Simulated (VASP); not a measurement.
# ZrS (I4/mmm) in VASP: a series of runs, part 2 of 2

VASP 6.6.1.

### Step 3. Single point, PBEsol (strain -0.030 along x and y, +0.015 along z)

Contents of INCAR:

```
SYSTEM = ZrS
  PREC = Accurate
  ENCUT = 520
  EDIFF = 1E-7
  ISMEAR = 0
  SIGMA = 0.15
  LREAL = .FALSE.
  LASPH = .TRUE.
  NELM = 80
  ALGO = Normal
  ISIF = 2
  LWAVE = .FALSE.
  LCHARG = .FALSE.
  GGA = PS
  NBANDS = 16
```

Contents of KPOINTS:

```
regular mesh
0
G
  16 16 16
  0 0 0
```

Contents of POSCAR:

```
ZrS
1.0
    0.0000000000      2.5462500000      2.6643750000
    2.5462500000      0.0000000000      2.6643750000
    2.5462500000      2.5462500000      0.0000000000
Zr S
1 1
Direct
    0.0000000000      0.0000000000      0.0000000000
    0.5000000000      0.5000000000      0.5000000000
```

Potentials or basis: VASP PAW PBE potentials, release 64 (Zr_sv, S).

Run with:

```bash
$ cat potpaw_PBE.64/Zr_sv/POTCAR potpaw_PBE.64/S/POTCAR > POTCAR
$ mpirun -np 1 vasp_std > vasp.out
```

OUTCAR:

```text
SYSTEM = ZrS
   PREC = Accurate
   ENCUT = 520
   EDIFF = 1E-7
   ISMEAR = 0
   LREAL = .FALSE.
   LASPH = .TRUE.
   NELM = 80
   ISIF = 2
   GGA = PS

 ion  position               nearest neighbor table
   1  0.000  0.000  0.000-   2 2.55   2 2.55   2 2.55   2 2.55   2 2.66   2 2.66
   2  0.500  0.500  0.500-   1 2.55   1 2.55   1 2.55   1 2.55   1 2.66   1 2.66

  LATTYP: Found a body centered tetragonal cell.
 ALAT       =     3.6009412832
 C/A-ratio  =     1.4798214081

  Lattice vectors:

 A1 = (  -2.5462500000,   0.0000000000,   2.6643750000)
 A2 = (   2.5462500000,   0.0000000000,   2.6643750000)
 A3 = (   0.0000000000,   2.5462500000,  -2.6643750000)

Analysis of symmetry for initial positions (statically):
=====================================================================
 Subroutine PRICEL returns:
 Original cell was already a primitive cell.

 Routine SETGRP: Setting up the symmetry group for a
 body centered tetragonal supercell.

 Subroutine GETGRP returns: Found 16 space group operations
 (whereof 16 operations were pure point group operations)
 out of a pool of 16 trial point group operations.

The static configuration has the point symmetry D_4h.

Analysis of symmetry for dynamics (positions and initial velocities):
=====================================================================
 Subroutine PRICEL returns:
 Original cell was already a primitive cell.

 Routine SETGRP: Setting up the symmetry group for a
 body centered tetragonal supercell.

 Subroutine GETGRP returns: Found 16 space group operations
 (whereof 16 operations were pure point group operations)
 out of a pool of 16 trial point group operations.

The dynamic configuration has the point symmetry D_4h.

 Subroutine INISYM returns: Found 16 space group operations
 (whereof 16 operations are pure point group operations),
 and found     1 'primitive' translations

----------------------------------------------------------------------------------------

                                     Primitive cell

  volume of cell :      34.5484

  direct lattice vectors                    reciprocal lattice vectors
     0.000000000  2.546250000  2.664375000    -0.196367207  0.196367207  0.187661271
     2.546250000  0.000000000  2.664375000     0.196367207 -0.196367207  0.187661271
     2.546250000  2.546250000  0.000000000     0.196367207  0.196367207 -0.187661271

  length of vectors
     3.685414930  3.685414930  3.600941283     0.335166992  0.335166992  0.335166992

  position of ions in fractional coordinates (direct lattice)
     0.000000000  0.000000000  0.000000000
     0.500000000  0.500000000  0.500000000

  ion indices of the primitive-cell ions
   primitive index   ion index
                 1           1
                 2           2

----------------------------------------------------------------------------------------

 KPOINTS: regular mesh

Automatic generation of k-mesh.
 Grid dimensions read from file:
 generate k-points for:   16   16   16

 Generating k-lattice:

  Cartesian coordinates                     Fractional coordinates (reciprocal lattice)
    -0.012272950  0.012272950  0.011728829     0.062500000 -0.000000000  0.000000000
     0.012272950 -0.012272950  0.011728829    -0.000000000  0.062500000  0.000000000
     0.012272950  0.012272950 -0.011728829     0.000000000  0.000000000  0.062500000

  Length of vectors
     0.020947937  0.020947937  0.020947937

  Shift w.r.t. Gamma in fractional coordinates (k-lattice)
     0.000000000  0.000000000  0.000000000

 Subroutine IBZKPT returns following result:
 ===========================================

 Found    349 irreducible k-points:

 Following reciprocal coordinates:
            Coordinates               Weight
  0.000000  0.000000  0.000000      1.000000
  0.062500  0.000000  0.000000      8.000000
  0.125000  0.000000  0.000000      8.000000
  0.187500 -0.000000  0.000000      8.000000
  0.250000  0.000000  0.000000      8.000000
  0.312500  0.000000  0.000000      8.000000
[... 16 lines left out ...]
 -0.125000  0.062500  0.000000      8.000000
 -0.062500  0.062500  0.000000      4.000000
 [... further k-points ...]
   k-points           NKPTS =    349   k-points in BZ     NKDIM =    349   number of bands    NBANDS=     16
   number of dos      NEDOS =    301   number of ions     NIONS =      2
   total plane-waves  NPLWV =  21952
   dimension x,y,z NGX =    28 NGY =   28 NGZ =   28
   dimension x,y,z NGXF=    56 NGYF=   56 NGZF=   56
   ions per type =               1   1
   NGX,Y,Z   is equivalent  to a cutoff of  12.63, 12.63, 12.93 a.u.
   NGXF,Y,Z  is equivalent  to a cutoff of  25.26, 25.26, 25.85 a.u.
 SYSTEM =  ZrS
   PREC   = accura    normal or accurate (medium, high low for compatibility)
   ISTART =      0    job   : 0-new  1-cont  2-samecut
   ICHARG =      2    charge: 1-file 2-atom 10-const
   ISPIN  =      1    spin polarized calculation?
   LNONCOLLINEAR =      F non collinear calculations
   LSORBIT =      F    spin-orbit coupling
   LASPH  =      T    aspherical Exc in radial PAW
   ENCUT  =  520.0 eV  38.22 Ry    6.18 a.u.   6.85  6.85  6.70*2*pi/ulx,y,z
   NELM   =     80;   NELMIN=  2; NELMDL= -5     # of ELM steps
   EDIFF  = 0.1E-06   stopping-criterion for ELM
   LREAL  =      F    real-space projection
   EDIFFG = 0.1E-05   stopping-criterion for IOM
   NSW    =      0    number of steps for IOM
   IBRION =     -1    ionic relax: 0-MD 1-quasi-New 2-CG
   NFREE  =      0    steps in history (QN), initial steepest desc. (CG)
   ISIF   =      2    stress and relaxation
   ISYM   =      2    0-nonsym 1-usesym 2-fastsym
   POTIM  = 0.5000    time-step for ionic-motion
   TEBEG  =    0.0;   TEEND  =   0.0 temperature during run
   PSTRESS=    0.0 pullay stress
   NELECT =      18.0000    total number of electrons
   NUPDOWN=      -1.0000    fix difference up-down
   EMIN   =  10.00;   EMAX   =-10.00  energy-range for DOS
   EFERMI =   0.00;   METHOD = LEGACY
   ISMEAR =     0;   SIGMA  =   0.15  broadening in eV -4-tet -1-fermi 0-gaus
   EFERMI_NEDOS =   21; number of points for ismear=-14 and -15
   IALGO  =     38    algorithm
   IMIX   =      4    mixing-type and parameters
     AMIX     =   0.40;   BMIX     =  1.00
     AMIX_MAG =   1.60;   BMIX_MAG =  1.00
  volume/ion in A,a.u.               =      17.27       116.57
  Fermi-wavevector in a.u.,A,eV,Ry     =   1.317316  2.489366 23.610470  1.735321
  Thomas-Fermi vector in A             =   2.447365
   LORBIT       =      0    0 simple, 1 ext, 2 COOP (PROOUT), +10 PAW based schemes
   GGA     = PS    functional components
   LHFCALC =     F    Hartree Fock is set to
   AEXX    =    0.0000 exact exchange contribution
   IVDW    =     0    specifies the selected vdW correction
   LEPSILON=     F    determine dielectric tensor
   LRPA    =     F    only Hartree local field effects (RPA)
 non-spin polarized calculation
 Gauss-broadening in eV      SIGMA  =   0.15
  energy-cutoff  :      520.00
  volume of cell :       34.55
 maximum number of plane-waves:       952
   NGX = 13   NGY = 13   NGZ = 13

 number of electron      17.9999998 magnetization

 Free energy of the ion-electron system (eV)
  ---------------------------------------------------
  ext. energy  EPLUGINS =         0.00000000
  ---------------------------------------------------
  free energy    TOTEN  =       -16.47863088 eV

  energy without entropy =      -16.46547107  energy(sigma->0) =      -16.47205098

 E-fermi :  11.1632     XC(G=0): -11.6796

 val. band max:       11.1579396610   @ k =  -0.3125   0.0625   0.0000
 cond. band min:      11.1645701445   @ k =   0.2500   0.1250   0.0000
 fundamental gap:      0.0066304835
 Fermi energy:        11.1632034914

 k-point     1 :       0.0000    0.0000    0.0000
  band No.  band energies     occupation
      1     -38.5962      2.00000
      2     -16.6088      2.00000
      3     -16.6088      2.00000
      4     -16.5774      2.00000
      5      -4.8569      2.00000
      6       7.5729      2.00000
[... 8 lines left out ...]
     15      18.3298      0.00000
     16      23.7779      0.00000
[... 419 lines left out ...]
 k-point    24 :      -0.0625    0.0625    0.0000
  band No.  band energies     occupation
      1     -38.5927      2.00000
      2     -16.6556      2.00000
      3     -16.6081      2.00000
      4     -16.5866      2.00000
      5      -4.6983      2.00000
      6       6.8032      2.00000
[... 8 lines left out ...]
     15      18.8102      0.00000
     16      23.0042      0.00000

 [... further k-points ...]
[... 5 lines left out ...]
  --------------------------------------------------------------------------------------
  -------------------------------------------------------------------------------------
  Total        1.0415965      1.0415965     -1.6566822      0.0000000      0.0000000     -0.0000000
  in kB       48.3039502     48.3039502    -76.8284995      0.0000000      0.0000000     -0.0000000
  external PRESSURE =       6.5931337 kB  Pullay stress =       0.0000000 kB

 VOLUME and BASIS-vectors are now :
 -----------------------------------------------------------------------------
  energy-cutoff  :      520.00
  volume of cell :       34.55
      direct lattice vectors                 reciprocal lattice vectors
     0.000000000  2.546250000  2.664375000    -0.196367207  0.196367207  0.187661271
     2.546250000  0.000000000  2.664375000     0.196367207 -0.196367207  0.187661271
     2.546250000  2.546250000  0.000000000     0.196367207  0.196367207 -0.187661271

 POSITION                                       TOTAL-FORCE (eV/Angst)
 -----------------------------------------------------------------------------------
      0.00000      0.00000      0.00000        -0.000000      0.000000      0.000000
      2.54625      2.54625      2.66438         0.000000     -0.000000     -0.000000
 -----------------------------------------------------------------------------------
    total drift:                                0.000000      0.000000      0.000000

  FREE ENERGIE OF THE ION-ELECTRON SYSTEM (eV)
  ---------------------------------------------------
  free  energy   TOTEN  =       -16.4786308817 eV

  energy  without entropy=      -16.4654710715  energy(sigma->0) =      -16.47205098
```

Run time: 2.5 min. Hardware: 1 thread of Intel Xeon Platinum 8259CL at 2.50GHz (Skylake/Cascade Lake), shared host; peak memory 0.3 GiB.

What came out:

* Free energy: -16.4786 eV
* Pressure: 0.7 GPa
* Band gap on the k mesh: zero (bands 9 and 10 overlap by 2.93 eV)

Stress tensor (GPa, compression positive):
```
 4.83  0.00  0.00
 0.00  4.83  0.00
 0.00  0.00 -7.68
```

Levels at points of the mesh, in eV from the Fermi level:
| k point | band 6 | band 7 | band 8 | band 9 | band 10 | band 11 | band 12 | band 13 |
| --- | --- | --- | --- | --- | --- | --- | --- | --- |
| (0.00, 0.00, 0.00) | -3.59 | -3.46 | -3.46 | -1.77 | -1.28 | -1.28 | -0.90 | -0.64 |
| (0.50, 0.00, 0.00) | -8.25 | -6.16 | -6.13 | 1.52 | 1.68 | 1.92 | 1.99 | 5.60 |
| (0.50, 0.50, 0.00) | -6.50 | -4.32 | -4.32 | -3.69 | 0.41 | 2.57 | 2.57 | 3.05 |
| (0.50, 0.00, 0.50) | -6.20 | -4.55 | -4.51 | -3.64 | 0.59 | 2.34 | 2.71 | 3.03 |

Caveat: the cell differs from its parent crystal (strain -0.030 along x and y, +0.015 along z); the PAW data sets were made with another functional, which shifts forces and pressure a little.
